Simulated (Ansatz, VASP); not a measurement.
CuI: VASP beside Ansatz

The input POSCAR:

```
CuI
1.0
    0.0000000000      3.0120291186      3.0120291186
    3.0120291186      0.0000000000      3.0120291186
    3.0120291186      3.0120291186      0.0000000000
Cu I
1 1
Direct
    0.0000000000      0.0000000000      0.0000000000
    0.2500000000      0.2500000000      0.2500000000
```

File INCAR.step1:

```
SYSTEM = CuI
PREC = Accurate
ENCUT = 520
ISMEAR = 0
SIGMA = 0.01
LREAL = .False.
LASPH = .True.
NELM = 60
NBANDS = 16
GGA = PE
ALGO = Normal
EDIFF = 1E-4
LWAVE = .True.
LCHARG = .False.
```

INCAR.step2

```
SYSTEM = CuI
PREC = Accurate
ENCUT = 520
EDIFF = 1E-6
ISMEAR = 0
SIGMA = 0.01
LREAL = .False.
LASPH = .True.
NELM = 60
ALGO = Normal
ISIF = 2
LWAVE = .False.
LCHARG = .False.
METAGGA = R2SCAN
LMIXTAU = .True.
NBANDS = 16
ISTART = 1
```

The input KPOINTS:

```
regular mesh
0
Gamma
  6 6 6
  0 0 0
```

Input for Ansatz:

```yaml
crystal:
  lattice:
    - [0.0, 3.0120291186, 3.0120291186]
    - [3.0120291186, 0.0, 3.0120291186]
    - [3.0120291186, 3.0120291186, 0.0]
  atoms:
    - { symbol: Cu, position: [0.0, 0.0, 0.0] }
    - { symbol: I, position: [0.25, 0.25, 0.25] }
kpoints:
  mp_grid: { grid: [6, 6, 6] }
hamiltonian:
  xc: r2scan
scf:
  occupations: { method: fixed }
output:
  optics: { e_range: [0, 12], de: 0.05, sigma: 0.1 }
```

Alike in both runs: task single point; functional r2SCAN; k mesh 6 × 6 × 6; no spin polarisation.

|  | VASP | Ansatz |
| --- | --- | --- |
| version | VASP 6.6.1 | Ansatz 0.2.0 |
| potentials or method | VASP PAW PBE potentials, release 64 (Cu, I) | plane waves, PAW |
| plane-wave cutoff (eV) | 520 | 500 |
| occupations | gaussian, width 0.01 eV | fixed |
| valence electrons in the cell | 18 | 36 |

```tsv
	VASP	Ansatz	Ansatz less VASP
gap on the k mesh at the Fermi level (eV)	1.67	1.67	-0.005
```

VASP's potentials were made for PBE, not for r2SCAN. VASP's potentials hold 18 valence electrons a cell and Ansatz's 36, so a difference there can come from the potentials and not from the codes.

Spin-orbit coupling is off throughout.
